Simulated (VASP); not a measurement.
# BiTe (Fm-3m) in VASP: single point with PBE

Aim: the single point of BiTe with PBE.

Everything below comes from runs of VASP 6.6.1. Logs are shortened: lines on timing, memory, paths and dates and some standing lists are left out, and cuts for length are marked.

### Step 1. The cell of the first run

It takes space group Fm-3m (No. 225, cubic). The conventional cell has a = 6.470 Å, b = 6.470 Å, c = 6.470 Å, α = 90.00°, β = 90.00°, γ = 90.00°. Within 4.3 Å of Bi (site symmetry m-3m) lie 6 Te at 3.23 Å. Te (site symmetry m-3m) has 6 Bi at 3.23 Å within 4.3 Å.

### Step 2. Single point, PBE

The input, INCAR:

```
PREC = Accurate ; ENCUT = 520
EDIFF = 1E-7 ; ISMEAR = 1
SIGMA = 0.1 ; LREAL = F
LASPH = T ; NELM = 80
ALGO = Normal ; ISIF = 2
LWAVE = F ; LCHARG = F
GGA = PE ; NBANDS = 18
```

The input, KPOINTS:

```
Automatic mesh
0
Gamma
  6 6 6
```

The input, POSCAR:

```
BiTe
1.0
    0.0000000000      3.2350000000      3.2350000000
    3.2350000000      0.0000000000      3.2350000000
    3.2350000000      3.2350000000      0.0000000000
Bi Te
1 1
Direct
    0.0000000000      0.0000000000      0.0000000000
    0.5000000000      0.5000000000      0.5000000000
```

Potentials or basis: VASP PAW PBE potentials, release 64 (Bi_d, Te).

The run is started by

```bash
$ cat potpaw_PBE.64/Bi_d/POTCAR potpaw_PBE.64/Te/POTCAR > POTCAR
$ mpirun -np 1 vasp_std > vasp.out
```

OUTCAR:

```text
PREC = Accurate
   ENCUT = 520
   EDIFF = 1E-7
   ISMEAR = 1
   LREAL = F
   LASPH = T
   NELM = 80
   ISIF = 2
   GGA = PE

 ion  position               nearest neighbor table
   1  0.000  0.000  0.000-   2 3.23   2 3.23   2 3.23   2 3.23   2 3.23   2 3.23
   2  0.500  0.500  0.500-   1 3.23   1 3.23   1 3.23   1 3.23   1 3.23   1 3.23

  LATTYP: Found a face centered cubic cell.
 ALAT       =     6.4700000000

  Lattice vectors:

 A1 = (   0.0000000000,   3.2350000000,   3.2350000000)
 A2 = (   3.2350000000,   0.0000000000,   3.2350000000)
 A3 = (   3.2350000000,   3.2350000000,   0.0000000000)

Analysis of symmetry for initial positions (statically):
=====================================================================
 Subroutine PRICEL returns:
 Original cell was already a primitive cell.

 Routine SETGRP: Setting up the symmetry group for a
 face centered cubic supercell.

 Subroutine GETGRP returns: Found 48 space group operations
 (whereof 48 operations were pure point group operations)
 out of a pool of 48 trial point group operations.

The static configuration has the point symmetry O_h .

Analysis of symmetry for dynamics (positions and initial velocities):
=====================================================================
 Subroutine PRICEL returns:
 Original cell was already a primitive cell.

 Routine SETGRP: Setting up the symmetry group for a
 face centered cubic supercell.

 Subroutine GETGRP returns: Found 48 space group operations
 (whereof 48 operations were pure point group operations)
 out of a pool of 48 trial point group operations.

The dynamic configuration has the point symmetry O_h .

 Subroutine INISYM returns: Found 48 space group operations
 (whereof 48 operations are pure point group operations),
 and found     1 'primitive' translations

----------------------------------------------------------------------------------------

                                     Primitive cell

  volume of cell :      67.7100

  direct lattice vectors                    reciprocal lattice vectors
     0.000000000  3.235000000  3.235000000    -0.154559505  0.154559505  0.154559505
     3.235000000  0.000000000  3.235000000     0.154559505 -0.154559505  0.154559505
     3.235000000  3.235000000  0.000000000     0.154559505  0.154559505 -0.154559505

  length of vectors
     4.574980874  4.574980874  4.574980874     0.267704916  0.267704916  0.267704916

  position of ions in fractional coordinates (direct lattice)
     0.000000000  0.000000000  0.000000000
     0.500000000  0.500000000  0.500000000

  ion indices of the primitive-cell ions
   primitive index   ion index
                 1           1
                 2           2

----------------------------------------------------------------------------------------

 KPOINTS: Automatic mesh

Automatic generation of k-mesh.
 Grid dimensions read from file:
 generate k-points for:    6    6    6

 Generating k-lattice:

  Cartesian coordinates                     Fractional coordinates (reciprocal lattice)
    -0.025759918  0.025759918  0.025759918     0.166666667  0.000000000  0.000000000
     0.025759918 -0.025759918  0.025759918     0.000000000  0.166666667  0.000000000
     0.025759918  0.025759918 -0.025759918     0.000000000  0.000000000  0.166666667

  Length of vectors
     0.044617486  0.044617486  0.044617486

  Shift w.r.t. Gamma in fractional coordinates (k-lattice)
     0.000000000  0.000000000  0.000000000

 Subroutine IBZKPT returns following result:
 ===========================================

 Found     16 irreducible k-points:

 Following reciprocal coordinates:
            Coordinates               Weight
  0.000000  0.000000  0.000000      1.000000
  0.166667  0.000000  0.000000      8.000000
  0.333333  0.000000  0.000000      8.000000
  0.500000  0.000000  0.000000      4.000000
  0.166667  0.166667  0.000000      6.000000
  0.333333  0.166667  0.000000     24.000000
[... 8 lines left out ...]
 -0.333333  0.333333  0.166667     24.000000
 -0.333333  0.500000  0.166667     12.000000
   k-points           NKPTS =     16   k-points in BZ     NKDIM =     16   number of bands    NBANDS=     18
   number of dos      NEDOS =    301   number of ions     NIONS =      2
   total plane-waves  NPLWV =  46656
   dimension x,y,z NGX =    36 NGY =   36 NGZ =   36
   dimension x,y,z NGXF=    72 NGYF=   72 NGZF=   72
   ions per type =               1   1
   NGX,Y,Z   is equivalent  to a cutoff of  13.08, 13.08, 13.08 a.u.
   NGXF,Y,Z  is equivalent  to a cutoff of  26.16, 26.16, 26.16 a.u.
 SYSTEM =  unknown system
   PREC   = accura    normal or accurate (medium, high low for compatibility)
   ISTART =      0    job   : 0-new  1-cont  2-samecut
   ICHARG =      2    charge: 1-file 2-atom 10-const
   ISPIN  =      1    spin polarized calculation?
   LNONCOLLINEAR =      F non collinear calculations
   LSORBIT =      F    spin-orbit coupling
   LASPH  =      T    aspherical Exc in radial PAW
   ENCUT  =  520.0 eV  38.22 Ry    6.18 a.u.   8.51  8.51  8.51*2*pi/ulx,y,z
   NELM   =     80;   NELMIN=  2; NELMDL= -5     # of ELM steps
   EDIFF  = 0.1E-06   stopping-criterion for ELM
   LREAL  =      F    real-space projection
   EDIFFG = 0.1E-05   stopping-criterion for IOM
   NSW    =      0    number of steps for IOM
   IBRION =     -1    ionic relax: 0-MD 1-quasi-New 2-CG
   NFREE  =      0    steps in history (QN), initial steepest desc. (CG)
   ISIF   =      2    stress and relaxation
   ISYM   =      2    0-nonsym 1-usesym 2-fastsym
   POTIM  = 0.5000    time-step for ionic-motion
   TEBEG  =    0.0;   TEEND  =   0.0 temperature during run
   PSTRESS=    0.0 pullay stress
   NELECT =      21.0000    total number of electrons
   NUPDOWN=      -1.0000    fix difference up-down
   EMIN   =  10.00;   EMAX   =-10.00  energy-range for DOS
   EFERMI =   0.00;   METHOD = LEGACY
   ISMEAR =     1;   SIGMA  =   0.10  broadening in eV -4-tet -1-fermi 0-gaus
   EFERMI_NEDOS =   21; number of points for ismear=-14 and -15
   IALGO  =     38    algorithm
   IMIX   =      4    mixing-type and parameters
     AMIX     =   0.40;   BMIX     =  1.00
     AMIX_MAG =   1.60;   BMIX_MAG =  1.00
  volume/ion in A,a.u.               =      33.86       228.46
  Fermi-wavevector in a.u.,A,eV,Ry     =   1.108146  2.094092 16.707785  1.227988
  Thomas-Fermi vector in A             =   2.244669
   LORBIT       =      0    0 simple, 1 ext, 2 COOP (PROOUT), +10 PAW based schemes
   GGA     = PE    functional components
   LHFCALC =     F    Hartree Fock is set to
   AEXX    =    0.0000 exact exchange contribution
   IVDW    =     0    specifies the selected vdW correction
   LEPSILON=     F    determine dielectric tensor
   LRPA    =     F    only Hartree local field effects (RPA)
 non-spin polarized calculation
 Methfessel and Paxton  Order N= 1 SIGMA  =   0.10
  energy-cutoff  :      520.00
  volume of cell :       67.71
 maximum number of plane-waves:      1853
 NGX is ok and might be reduce to    36
   NGX = 17   NGY = 17   NGZ = 17

 number of electron      21.0000001 magnetization

 Free energy of the ion-electron system (eV)
  ---------------------------------------------------
  ext. energy  EPLUGINS =         0.00000000
  ---------------------------------------------------
  free energy    TOTEN  =        -7.16034959 eV

  energy without entropy =       -7.15860918  energy(sigma->0) =       -7.15976945

 E-fermi :   6.5240     XC(G=0):  -9.4338

 val. band max:        6.5136108598   @ k =   0.3333   0.0000   0.0000
 cond. band min:       6.5377537412   @ k =  -0.1667   0.1667   0.0000
 fundamental gap:      0.0241428814
 Fermi energy:         6.5240098787

 k-point     1 :       0.0000    0.0000    0.0000
  band No.  band energies     occupation
      1     -16.4988      2.00000
      2     -16.4988      2.00000
      3     -16.4958      2.00000
      4     -16.4958      2.00000
      5     -16.4958      2.00000
      6      -6.8705      2.00000
[... 10 lines left out ...]
     17      12.7648      0.00000
     18      13.2057      0.00000

 k-point     2 :       0.1667    0.0000    0.0000
  band No.  band energies     occupation
      1     -16.4998      2.00000
      2     -16.4998      2.00000
      3     -16.4952      2.00000
      4     -16.4942      2.00000
      5     -16.4942      2.00000
      6      -6.6231      2.00000
[... 10 lines left out ...]
     17      14.2260      0.00000
     18      14.5875      0.00000

 k-point     3 :       0.3333    0.0000    0.0000
  band No.  band energies     occupation
      1     -16.5022      2.00000
      2     -16.5022      2.00000
      3     -16.4944      2.00000
      4     -16.4906      2.00000
      5     -16.4906      2.00000
      6      -5.9018      2.00000
[... 10 lines left out ...]
     17      16.1168      0.00000
     18      17.1451      0.00000

 k-point     4 :       0.5000    0.0000    0.0000
  band No.  band energies     occupation
      1     -16.5034      2.00000
      2     -16.5034      2.00000
      3     -16.4939      2.00000
      4     -16.4887      2.00000
      5     -16.4887      2.00000
      6      -4.9156      2.00000
[... 10 lines left out ...]
     17      14.8566      0.00000
     18      15.8674      0.00000

 k-point     5 :       0.1667    0.1667    0.0000
  band No.  band energies     occupation
      1     -16.5020      2.00000
      2     -16.4977      2.00000
      3     -16.4966      2.00000
      4     -16.4932      2.00000
      5     -16.4932      2.00000
      6      -6.5463      2.00000
[... 10 lines left out ...]
     17      13.2679      0.00000
     18      13.5903      0.00000

 k-point     6 :       0.3333    0.1667    0.0000
  band No.  band energies     occupation
      1     -16.5047      2.00000
      2     -16.4985      2.00000
      3     -16.4961      2.00000
      4     -16.4909      2.00000
      5     -16.4899      2.00000
      6      -6.0045      2.00000
[... 10 lines left out ...]
     17      14.8476      0.00000
     18      15.1438      0.00000

 k-point     7 :       0.5000    0.1667    0.0000
  band No.  band energies     occupation
      1     -16.5054      2.00000
      2     -16.5009      2.00000
      3     -16.4937      2.00000
      4     -16.4898      2.00000
      5     -16.4881      2.00000
      6      -5.0824      2.00000
[... 10 lines left out ...]
     17      15.4170      0.00000
     18      16.2340      0.00000

 k-point     8 :      -0.3333    0.1667    0.0000
  band No.  band energies     occupation
      1     -16.5034      2.00000
      2     -16.5022      2.00000
      3     -16.4931      2.00000
      4     -16.4899      2.00000
      5     -16.4898      2.00000
      6      -5.3928      2.00000
[... 10 lines left out ...]
     17      15.6041      0.00000
     18      16.0763      0.00000

 k-point     9 :      -0.1667    0.1667    0.0000
  band No.  band energies     occupation
      1     -16.5015      2.00000
      2     -16.5006      2.00000
      3     -16.4947      2.00000
      4     -16.4930      2.00000
      5     -16.4912      2.00000
      6      -6.2233      2.00000
[... 10 lines left out ...]
     17      13.7608      0.00000
     18      16.3878      0.00000

 k-point    10 :       0.3333    0.3333    0.0000
  band No.  band energies     occupation
      1     -16.5090      2.00000
      2     -16.4983      2.00000
      3     -16.4954      2.00000
      4     -16.4880      2.00000
      5     -16.4880      2.00000
      6      -5.7093      2.00000
[... 10 lines left out ...]
     17      15.3346      0.00000
     18      15.3346      0.00000

 k-point    11 :       0.5000    0.3333    0.0000
  band No.  band energies     occupation
      1     -16.5101      2.00000
      2     -16.4973      2.00000
      3     -16.4962      2.00000
      4     -16.4871      2.00000
      5     -16.4865      2.00000
      6      -5.1319      2.00000
[... 10 lines left out ...]
     17      16.2231      0.00000
     18      16.4725      0.00000

 k-point    12 :      -0.3333    0.3333    0.0000
  band No.  band energies     occupation
      1     -16.5072      2.00000
      2     -16.4992      2.00000
      3     -16.4933      2.00000
      4     -16.4895      2.00000
      5     -16.4878      2.00000
      6      -4.6642      2.00000
[... 10 lines left out ...]
     17      15.6410      0.00000
     18      18.5166      0.00000

 k-point    13 :       0.5000    0.5000    0.0000
  band No.  band energies     occupation
      1     -16.5128      2.00000
      2     -16.4992      2.00000
      3     -16.4942      2.00000
      4     -16.4853      2.00000
      5     -16.4853      2.00000
      6      -5.1123      2.00000
[... 10 lines left out ...]
     17      16.2820      0.00000
     18      17.2574      0.00000

 k-point    14 :       0.5000    0.3333    0.1667
  band No.  band energies     occupation
      1     -16.5067      2.00000
      2     -16.4988      2.00000
      3     -16.4953      2.00000
      4     -16.4893      2.00000
      5     -16.4881      2.00000
      6      -5.3908      2.00000
[... 10 lines left out ...]
     17      14.9240      0.00000
     18      16.4064      0.00000

 k-point    15 :      -0.3333    0.3333    0.1667
  band No.  band energies     occupation
      1     -16.5069      2.00000
      2     -16.4996      2.00000
      3     -16.4924      2.00000
      4     -16.4915      2.00000
      5     -16.4867      2.00000
      6      -4.6595      2.00000
[... 10 lines left out ...]
     17      15.9205      0.00000
     18      17.1300      0.00000

 k-point    16 :      -0.3333    0.5000    0.1667
  band No.  band energies     occupation
      1     -16.5096      2.00000
      2     -16.4971      2.00000
      3     -16.4958      2.00000
      4     -16.4889      2.00000
      5     -16.4853      2.00000
      6      -4.8057      2.00000
[... 10 lines left out ...]
     17      16.7603      0.00000
     18      17.1000      0.00000

------------------------ aborting loop because EDIFF is reached ----------------------------------------

  FORCE on cell =-STRESS in cart. coord.  units (eV):
  Direction    XX          YY          ZZ          XY          YZ          ZX
  --------------------------------------------------------------------------------------
  -------------------------------------------------------------------------------------
  Total        0.3849009      0.3849009      0.3849009      0.0000000      0.0000000      0.0000000
  in kB        9.1076560      9.1076560      9.1076560      0.0000000      0.0000000      0.0000000
  external PRESSURE =       9.1076560 kB  Pullay stress =       0.0000000 kB

 VOLUME and BASIS-vectors are now :
 -----------------------------------------------------------------------------
  energy-cutoff  :      520.00
  volume of cell :       67.71
      direct lattice vectors                 reciprocal lattice vectors
     0.000000000  3.235000000  3.235000000    -0.154559505  0.154559505  0.154559505
     3.235000000  0.000000000  3.235000000     0.154559505 -0.154559505  0.154559505
     3.235000000  3.235000000  0.000000000     0.154559505  0.154559505 -0.154559505

 POSITION                                       TOTAL-FORCE (eV/Angst)
 -----------------------------------------------------------------------------------
      0.00000      0.00000      0.00000        -0.000000      0.000000      0.000000
      3.23500      3.23500      3.23500         0.000000     -0.000000     -0.000000
 -----------------------------------------------------------------------------------
    total drift:                               -0.000000      0.000000      0.000000

  FREE ENERGIE OF THE ION-ELECTRON SYSTEM (eV)
  ---------------------------------------------------
  free  energy   TOTEN  =        -7.1603495874 eV

  energy  without entropy=       -7.1586091811  energy(sigma->0) =       -7.15976945
```

It took 17 s on 1 thread of Intel Xeon 6975P-C, shared host; peak memory 0.2 GiB.

What came out:

| Property | Result |
| --- | --- |
| Free energy | -7.1603 eV |
| Pressure | 0.9 GPa |

Caveat: spin-orbit coupling is left out, which moves the levels of the heavy elements.
